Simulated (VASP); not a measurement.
# SiC (alt) (F-43m) in VASP: notebook

The runs below take SiC (alt) through single point, with PBE.

Everything below comes from runs of VASP 6.6.1. Logs are shortened: lines on timing, memory, paths and dates and some standing lists are left out, and cuts for length are marked.

### 1 The cell of the first run

The structure is cubic, space group F-43m (No. 216). Conventional cell: a = 4.381 Å, b = 4.381 Å, c = 4.381 Å, α = 90.00°, β = 90.00°, γ = 90.00°. C (site symmetry -43m) has 4 Si at 1.90 Å within 2.5 Å. Si (site symmetry -43m) has 4 C at 1.90 Å within 2.5 Å.

### 2 Single point, PBE

The input, INCAR:

```
ALGO     = Normal         # electronic algorithm
EDIFF    = 1E-6           # SCF threshold, eV
ENCUT    = 600            # plane-wave cutoff, eV
GGA      = PE             # functional
GGA_COMPAT= F            
ISIF     = 2              # what is computed and relaxed
ISMEAR   = 0              # smearing method
LASPH    = T              # aspherical terms in the spheres
LCHARG   = T              # write CHGCAR
LELF     = T              # ELF
LREAL    = F              # projectors in reciprocal space
LVHAR    = T            
LWAVE    = F              # write WAVECAR
NBANDS   = 11             # bands
NELM     = 120            # most SCF steps
PREC     = Accurate       # precision mode
SIGMA    = 0.1            # smearing width, eV
```

The input, KPOINTS:

```
k-points
0
Gamma
  8 8 8
```

The input, POSCAR:

```
SiC
1.0
    0.0000000000      2.1906727624      2.1906727624
    2.1906727624      0.0000000000      2.1906727624
    2.1906727624      2.1906727624      0.0000000000
C Si
1 1
Direct
    0.7500000000      0.7500000000      0.7500000000
    0.5000000000      0.5000000000      0.5000000000
```

Potentials or basis: VASP PAW PBE potentials, release 64 (C, Si).

Started as:

```sh
> cat potpaw_PBE.64/C/POTCAR potpaw_PBE.64/Si/POTCAR > POTCAR
> mpirun -np 1 vasp_std > vasp.out
```

OUTCAR:

```text
EDIFF = 1E-6
   ENCUT = 600
   GGA = PE
   ISIF = 2
   ISMEAR = 0
   LASPH = T
   LREAL = F
   NELM = 120
   PREC = Accurate

 ion  position               nearest neighbor table
   1  0.750  0.750  0.750-   2 1.90   2 1.90   2 1.90   2 1.90
   2  0.500  0.500  0.500-   1 1.90   1 1.90   1 1.90   1 1.90

  LATTYP: Found a face centered cubic cell.
 ALAT       =     4.3813455248

  Lattice vectors:

 A1 = (   0.0000000000,   2.1906727624,   2.1906727624)
 A2 = (   2.1906727624,   0.0000000000,   2.1906727624)
 A3 = (   2.1906727624,   2.1906727624,   0.0000000000)

Analysis of symmetry for initial positions (statically):
=====================================================================
 Subroutine PRICEL returns:
 Original cell was already a primitive cell.

 Routine SETGRP: Setting up the symmetry group for a
 face centered cubic supercell.

 Subroutine GETGRP returns: Found 24 space group operations
 (whereof 24 operations were pure point group operations)
 out of a pool of 48 trial point group operations.

The static configuration has the point symmetry T_d .

Analysis of symmetry for dynamics (positions and initial velocities):
=====================================================================
 Subroutine PRICEL returns:
 Original cell was already a primitive cell.

 Routine SETGRP: Setting up the symmetry group for a
 face centered cubic supercell.

 Subroutine GETGRP returns: Found 24 space group operations
 (whereof 24 operations were pure point group operations)
 out of a pool of 48 trial point group operations.

The dynamic configuration has the point symmetry T_d .

 Subroutine INISYM returns: Found 24 space group operations
 (whereof 24 operations are pure point group operations),
 and found     1 'primitive' translations

----------------------------------------------------------------------------------------

                                     Primitive cell

  volume of cell :      21.0263

  direct lattice vectors                    reciprocal lattice vectors
     0.000000000  2.190672762  2.190672762    -0.228240387  0.228240387  0.228240387
     2.190672762  0.000000000  2.190672762     0.228240387 -0.228240387  0.228240387
     2.190672762  2.190672762  0.000000000     0.228240387  0.228240387 -0.228240387

  length of vectors
     3.098079131  3.098079131  3.098079131     0.395323947  0.395323947  0.395323947

  position of ions in fractional coordinates (direct lattice)
     0.750000000  0.750000000  0.750000000
     0.500000000  0.500000000  0.500000000

  ion indices of the primitive-cell ions
   primitive index   ion index
                 1           1
                 2           2

----------------------------------------------------------------------------------------

 KPOINTS: k-points

Automatic generation of k-mesh.
 Grid dimensions read from file:
 generate k-points for:    8    8    8

 Generating k-lattice:

  Cartesian coordinates                     Fractional coordinates (reciprocal lattice)
    -0.028530048  0.028530048  0.028530048     0.125000000  0.000000000  0.000000000
     0.028530048 -0.028530048  0.028530048     0.000000000  0.125000000  0.000000000
     0.028530048  0.028530048 -0.028530048     0.000000000  0.000000000  0.125000000

  Length of vectors
     0.049415493  0.049415493  0.049415493

  Shift w.r.t. Gamma in fractional coordinates (k-lattice)
     0.000000000  0.000000000  0.000000000

 Subroutine IBZKPT returns following result:
 ===========================================

 Found     29 irreducible k-points:

 Following reciprocal coordinates:
            Coordinates               Weight
  0.000000  0.000000  0.000000      1.000000
  0.125000  0.000000  0.000000      8.000000
  0.250000  0.000000  0.000000      8.000000
  0.375000  0.000000  0.000000      8.000000
  0.500000  0.000000  0.000000      4.000000
  0.125000  0.125000  0.000000      6.000000
[... 16 lines left out ...]
  0.500000  0.250000  0.125000     48.000000
 -0.375000  0.250000  0.125000     24.000000
 [... further k-points ...]
   k-points           NKPTS =     29   k-points in BZ     NKDIM =     29   number of bands    NBANDS=     11
   number of dos      NEDOS =    301   number of ions     NIONS =      2
   total plane-waves  NPLWV =  21952
   dimension x,y,z NGX =    28 NGY =   28 NGZ =   28
   dimension x,y,z NGXF=    56 NGYF=   56 NGZF=   56
   ions per type =               1   1
   NGX,Y,Z   is equivalent  to a cutoff of  15.03, 15.03, 15.03 a.u.
   NGXF,Y,Z  is equivalent  to a cutoff of  30.05, 30.05, 30.05 a.u.
 SYSTEM =  unknown system
   PREC   = accura    normal or accurate (medium, high low for compatibility)
   ISTART =      0    job   : 0-new  1-cont  2-samecut
   ICHARG =      2    charge: 1-file 2-atom 10-const
   ISPIN  =      1    spin polarized calculation?
   LNONCOLLINEAR =      F non collinear calculations
   LSORBIT =      F    spin-orbit coupling
   LASPH  =      T    aspherical Exc in radial PAW
   ENCUT  =  600.0 eV  44.10 Ry    6.64 a.u.   6.19  6.19  6.19*2*pi/ulx,y,z
   NELM   =    120;   NELMIN=  2; NELMDL= -5     # of ELM steps
   EDIFF  = 0.1E-05   stopping-criterion for ELM
   LREAL  =      F    real-space projection
   EDIFFG = 0.1E-04   stopping-criterion for IOM
   NSW    =      0    number of steps for IOM
   IBRION =     -1    ionic relax: 0-MD 1-quasi-New 2-CG
   NFREE  =      0    steps in history (QN), initial steepest desc. (CG)
   ISIF   =      2    stress and relaxation
   ISYM   =      2    0-nonsym 1-usesym 2-fastsym
   POTIM  = 0.5000    time-step for ionic-motion
   TEBEG  =    0.0;   TEEND  =   0.0 temperature during run
   PSTRESS=    0.0 pullay stress
   NELECT =       8.0000    total number of electrons
   NUPDOWN=      -1.0000    fix difference up-down
   EMIN   =  10.00;   EMAX   =-10.00  energy-range for DOS
   EFERMI =   0.00;   METHOD = LEGACY
   ISMEAR =     0;   SIGMA  =   0.10  broadening in eV -4-tet -1-fermi 0-gaus
   EFERMI_NEDOS =   21; number of points for ismear=-14 and -15
   IALGO  =     38    algorithm
   IMIX   =      4    mixing-type and parameters
     AMIX     =   0.40;   BMIX     =  1.00
     AMIX_MAG =   1.60;   BMIX_MAG =  1.00
  volume/ion in A,a.u.               =      10.51        70.95
  Fermi-wavevector in a.u.,A,eV,Ry     =   1.186271  2.241728 19.146654  1.407239
  Thomas-Fermi vector in A             =   2.322447
   LORBIT       =      0    0 simple, 1 ext, 2 COOP (PROOUT), +10 PAW based schemes
   GGA     = PE    functional components
   LHFCALC =     F    Hartree Fock is set to
   AEXX    =    0.0000 exact exchange contribution
   IVDW    =     0    specifies the selected vdW correction
   LEPSILON=     F    determine dielectric tensor
   LRPA    =     F    only Hartree local field effects (RPA)
 non-spin polarized calculation
 Gauss-broadening in eV      SIGMA  =   0.10
  energy-cutoff  :      600.00
  volume of cell :       21.03
 maximum number of plane-waves:       725
 NGX is ok and might be reduce to    28
   NGX = 13   NGY = 13   NGZ = 13

 number of electron       8.0000000 magnetization

 Free energy of the ion-electron system (eV)
  ---------------------------------------------------
  ext. energy  EPLUGINS =         0.00000000
  ---------------------------------------------------
  free energy    TOTEN  =       -15.06114586 eV

  energy without entropy =      -15.06114586  energy(sigma->0) =      -15.06114586

 E-fermi :   8.3922     XC(G=0): -11.2861

 val. band max:        7.9283661318   @ k =   0.0000   0.0000   0.0000
 cond. band min:       9.2996461625   @ k =   0.5000   0.5000   0.0000
 fundamental gap:      1.3712800307
 Fermi energy:         8.3921624329

 k-point     1 :       0.0000    0.0000    0.0000
  band No.  band energies     occupation
      1      -7.3499      2.00000
      2       7.9284      2.00000
      3       7.9284      2.00000
      4       7.9284      2.00000
      5      13.9740      0.00000
      6      15.1251      0.00000
      7      15.1251      0.00000
      8      15.1251      0.00000
      9      22.3416      0.00000
     10      22.3416      0.00000
     11      24.1612      0.00000

 k-point     2 :       0.1250    0.0000    0.0000
  band No.  band energies     occupation
      1      -7.0491      2.00000
      2       6.4491      2.00000
      3       7.7281      2.00000
      4       7.7281      2.00000
      5      14.2461      0.00000
      6      15.4738      0.00000
      7      15.4738      0.00000
      8      15.6210      0.00000
      9      21.1396      0.00000
     10      21.1396      0.00000
     11      23.8557      0.00000

 k-point     3 :       0.2500    0.0000    0.0000
  band No.  band energies     occupation
      1      -6.1701      2.00000
      2       3.6649      2.00000
      3       7.3248      2.00000
      4       7.3248      2.00000
      5      13.7760      0.00000
      6      15.7369      0.00000
      7      15.7369      0.00000
      8      17.1391      0.00000
      9      20.9599      0.00000
     10      20.9599      0.00000
     11      22.9302      0.00000

 k-point     4 :       0.3750    0.0000    0.0000
  band No.  band energies     occupation
      1      -4.8366      2.00000
      2       0.9595      2.00000
      3       6.9989      2.00000
      4       6.9989      2.00000
      5      13.3610      0.00000
      6      15.3352      0.00000
      7      15.3352      0.00000
      8      17.8444      0.00000
      9      22.9072      0.00000
     10      22.9072      0.00000
     11      23.2858      0.00000
[... 239 lines left out ...]
 k-point    22 :       0.3750    0.2500    0.1250
  band No.  band energies     occupation
      1      -5.4062      2.00000
      2       3.4624      2.00000
      3       5.0984      2.00000
      4       6.6616      2.00000
      5      13.2395      0.00000
      6      15.4416      0.00000
      7      16.2813      0.00000
      8      17.8638      0.00000
      9      20.0403      0.00000
     10      23.7866      0.00000
     11      27.1771      0.00000

 k-point    23 :       0.5000    0.2500    0.1250
  band No.  band energies     occupation
      1      -4.1259      2.00000
      2       1.4624      2.00000
      3       4.3613      2.00000
      4       6.0232      2.00000
      5      13.1950      0.00000
      6      15.4077      0.00000
      7      17.0000      0.00000
      8      18.2528      0.00000
      9      21.1665      0.00000
     10      24.2634      0.00000
     11      27.0704      0.00000

 k-point    24 :      -0.3750    0.2500    0.1250
  band No.  band energies     occupation
      1      -3.2025      2.00000
      2       0.1734      2.00000
      3       4.2465      2.00000
      4       5.6933      2.00000
      5      13.1424      0.00000
      6      15.0920      0.00000
      7      17.9429      0.00000
      8      18.7933      0.00000
      9      21.1957      0.00000
     10      24.0068      0.00000
     11      27.0624      0.00000

 [... further k-points ...]

------------------------ aborting loop because EDIFF is reached ----------------------------------------

  FORCE on cell =-STRESS in cart. coord.  units (eV):
  Direction    XX          YY          ZZ          XY          YZ          ZX
  --------------------------------------------------------------------------------------
  -------------------------------------------------------------------------------------
  Total       -0.0540663     -0.0540663     -0.0540663      0.0000000      0.0000000     -0.0000000
  in kB       -4.1197837     -4.1197837     -4.1197837      0.0000000      0.0000000     -0.0000000
  external PRESSURE =      -4.1197837 kB  Pullay stress =       0.0000000 kB

 VOLUME and BASIS-vectors are now :
 -----------------------------------------------------------------------------
  energy-cutoff  :      600.00
  volume of cell :       21.03
      direct lattice vectors                 reciprocal lattice vectors
     0.000000000  2.190672762  2.190672762    -0.228240387  0.228240387  0.228240387
     2.190672762  0.000000000  2.190672762     0.228240387 -0.228240387  0.228240387
     2.190672762  2.190672762  0.000000000     0.228240387  0.228240387 -0.228240387

 POSITION                                       TOTAL-FORCE (eV/Angst)
 -----------------------------------------------------------------------------------
      3.28601      3.28601      3.28601         0.000000     -0.000000      0.000000
      2.19067      2.19067      2.19067        -0.000000      0.000000      0.000000
 -----------------------------------------------------------------------------------
    total drift:                               -0.000000     -0.000000     -0.000000

  FREE ENERGIE OF THE ION-ELECTRON SYSTEM (eV)
  ---------------------------------------------------
  free  energy   TOTEN  =       -15.0611458608 eV

  energy  without entropy=      -15.0611458608  energy(sigma->0) =      -15.06114586
```

It took 12 s on 1 thread of Intel Xeon Platinum 8375C at 2.90GHz (Ice Lake), shared host; peak memory 0.15 GiB.

What came out:

```yaml
Free_energy: -15.0611 eV
Pressure: -0.4 GPa
Band_gap_on_the_k_mesh: 1.37 eV, indirect (least direct gap 4.53 eV)
```

Levels at points of the mesh, in eV from the valence-band top:
```csv
k point,band 2,band 3,band 4,band 5,band 6,band 7
"(0.00, 0.00, 0.00)",0.00,0.00,0.00,6.05,7.20,7.20
"(0.50, 0.00, 0.00)",-8.45,-1.05,-1.05,5.29,7.16,7.16
"(0.50, 0.50, 0.00)",-7.74,-3.15,-3.15,1.37,4.27,13.85
```

### 3 Single point, PBE

This run uses another cell than the first one, of 11.43 Å³/atom, 1.087 times its volume.

The input, INCAR:

```
SYSTEM = SiC
PREC = Accurate ; ENCUT = 600
EDIFF = 1E-6 ; ISMEAR = 0
SIGMA = 0.1 ; LREAL = .FALSE.
LASPH = .TRUE. ; NELM = 120
ALGO = Normal ; ISIF = 2
LWAVE = .FALSE. ; LCHARG = .FALSE.
GGA = PE ; NBANDS = 11
GGA_COMPAT = .FALSE.
```

The input, KPOINTS:

```
Automatic mesh
0
G
  8 8 8
  0 0 0
```

The input, POSCAR:

```
SiC
1.0
    0.0000000000      2.2526106000      2.2526106000
    2.2526106000      0.0000000000      2.2526106000
    2.2526106000      2.2526106000      0.0000000000
C Si
1 1
Direct
    0.7500000000      0.7500000000      0.7500000000
    0.5000000000      0.5000000000      0.5000000000
```

Potentials or basis: VASP PAW PBE potentials, release 64 (C, Si).

Started as:

```sh
> cat potpaw_PBE.64/C/POTCAR potpaw_PBE.64/Si/POTCAR > POTCAR
> mpirun -np 1 vasp_std > vasp.out
```

It took 7.9 s on 1 thread of Intel Xeon Platinum 8375C at 2.90GHz (Ice Lake), shared host; peak memory 0.15 GiB.

The run converged. Its results:

* Free energy: -14.9663 eV
* Pressure: -15.4 GPa
* Band gap on the k mesh: 1.44 eV, indirect (least direct gap 4.43 eV)

Levels at points of the mesh, in eV from the valence-band top:
| k point | band 1 | band 2 | band 3 | band 4 | band 5 | band 6 | band 7 | band 8 | band 9 |
| --- | --- | --- | --- | --- | --- | --- | --- | --- | --- |
| (0.00, 0.00, 0.00) | -14.64 | 0.00 | 0.00 | 0.00 | 5.08 | 6.65 | 6.65 | 6.65 | 13.94 |
| (0.50, 0.00, 0.00) | -11.43 | -8.01 | -1.03 | -1.03 | 4.56 | 6.83 | 6.83 | 9.50 | 15.07 |
| (0.50, 0.50, 0.00) | -10.08 | -7.50 | -2.99 | -2.99 | 1.44 | 3.99 | 12.90 | 12.90 | 13.52 |
